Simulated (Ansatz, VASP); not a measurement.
## Two plane-wave programs on NaTi3

Contents of INCAR:

```
ALGO = Normal
EDIFF = 1E-6
ENCUT = 520
GGA = PE
ISIF = 2
ISMEAR = 0
LASPH = True
LCHARG = False
LREAL = False
LWAVE = False
NBANDS = 30
NELM = 80
PREC = Accurate
SIGMA = 0.1
```

File KPOINTS:

```
k-points
0
Gamma
  4 4 4
```

File POSCAR:

```
NaTi3
1.0
    3.9758424705      0.0000000000      0.0000000000
    0.0000000000      3.9758424705      0.0000000000
    0.0000000000      0.0000000000      3.9758424705
Na Ti
1 3
Direct
    0.0000000000      0.0000000000      0.0000000000
    0.0000000000      0.5000000000      0.5000000000
    0.5000000000      0.0000000000      0.5000000000
    0.5000000000      0.5000000000      0.0000000000
```

Input for Ansatz:

```yaml
crystal:
  lattice:
    - [3.9758424705, 0.0, 0.0]
    - [0.0, 3.9758424705, 0.0]
    - [0.0, 0.0, 3.9758424705]
  atoms:
    - { symbol: Na, position: [0.0, 0.0, 0.0] }
    - { symbol: Ti, position: [0.0, 0.5, 0.5] }
    - { symbol: Ti, position: [0.5, 0.0, 0.5] }
    - { symbol: Ti, position: [0.5, 0.5, 0.0] }
basis:
  ecutwfc: 420
kpoints:
  mp_grid: { grid: [4, 4, 4] }
hamiltonian:
  xc: pbe
scf:
  occupations: { method: gaussian, width: 0.1 }
  lower_state_search: "off"
output:
  forces: true
  stress: true
  eigenvalues: true
```

Alike in both runs: task single point; functional PBE; k mesh 4 × 4 × 4; occupations gaussian, width 0.1 eV; no spin polarisation.

|  | VASP | Ansatz |
| --- | --- | --- |
| version | VASP 6.6.1 | Ansatz 0.2.0 |
| potentials or method | VASP PAW PBE potentials, release 64 (Na_pv, Ti_sv), cutoff 520 eV | scalar-relativistic, plane waves, PAW |
| valence electrons in the cell | 43 | 45 |

VASP gave:

| Item | Value |
| --- | --- |
| gap on the k mesh at the Fermi level (eV) | none |
| pressure (GPa) | 17.1 |

Q: Estimate Ansatz's values.

A: gap on the k mesh at the Fermi level (eV): none; pressure (GPa): 17.4.

A gap of «none» marks a metal or a gap that the smearing closes. With one functional, cell and mesh, what is left measures potentials, basis and numerics. VASP's potentials hold 43 valence electrons a cell and Ansatz's 45, so a difference there can come from the potentials and not from the codes.

The k mesh is coarse, so the values compare programs but aren't converged.
